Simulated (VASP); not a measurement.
Set up this calculation in VASP 6.6.1, as the native input.

```
Task                   : single point
Functional             : r2SCAN
Potentials or basis    : VASP PAW PBE potentials, release 64 (Ba_sv)
Cutoff                 : 550 eV
k mesh                 : 9 × 9 × 9
Occupations            : fermi-dirac, width 0.05 eV
Spin                   : no spin polarisation
Dipole correction      : no
Further INCAR settings : ALGO = Normal; EDIFF = 1e-06; NBANDS = 11
```

Crystal: Ba.

```
Ba
1.0
     0.00000    3.17786    3.17786
     3.17786    0.00000    3.17786
     3.17786    3.17786    0.00000
Ba
1
Direct
  0.00000 0.00000 0.00000
```

This isn't the form of Ba at room conditions, which is bcc.

One way to write it, as run:

POSCAR

```
Ba
1.0
    0.0000000000      3.1778634837      3.1778634837
    3.1778634837      0.0000000000      3.1778634837
    3.1778634837      3.1778634837      0.0000000000
Ba
1
Direct
    0.0000000000      0.0000000000      0.0000000000
```

INCAR.step1

```
SYSTEM = Ba
PREC = Accurate
ENCUT = 550
ISMEAR = -1
SIGMA = 0.05
LREAL = .FALSE.
LASPH = .TRUE.
NELM = 120
NBANDS = 11
GGA = PE
ALGO = Normal
EDIFF = 1E-5
LWAVE = .TRUE.
LCHARG = .FALSE.
GGA_COMPAT = .FALSE.
```

INCAR.step2

```
SYSTEM = Ba
PREC = Accurate
ENCUT = 550
EDIFF = 1E-6
ISMEAR = -1
SIGMA = 0.05
LREAL = .FALSE.
LASPH = .TRUE.
NELM = 120
ALGO = Normal
ISIF = 2
LWAVE = .FALSE.
LCHARG = .FALSE.
METAGGA = R2SCAN
LMIXTAU = .TRUE.
NBANDS = 11
ISTART = 1
GGA_COMPAT = .FALSE.
```

KPOINTS

```
Automatic mesh
0
G
  9 9 9
  0 0 0
```

Potentials or basis: VASP PAW PBE potentials, release 64 (Ba_sv).

Run with:

```bash
$ cat potpaw_PBE.64/Ba_sv/POTCAR > POTCAR
$ cp INCAR.step1 INCAR
$ mpirun -np 1 vasp_std > vasp.out
$ cp INCAR.step2 INCAR
$ mpirun -np 1 vasp_std > vasp.out
```

It gave:

| Item | Value |
| --- | --- |
| Pressure | 0.4 GPa |
| Band gap on the k mesh | zero (bands 5 and 6 overlap by 0.15 eV) |

Caveat: the PAW data sets were made with another functional, which shifts forces and pressure a little; spin-orbit coupling is left out, which moves the levels of the heavy elements.

Run time: 2.8 min on 1 thread of Intel Xeon 8259CL, on a shared host, peak memory 0.22 GiB.
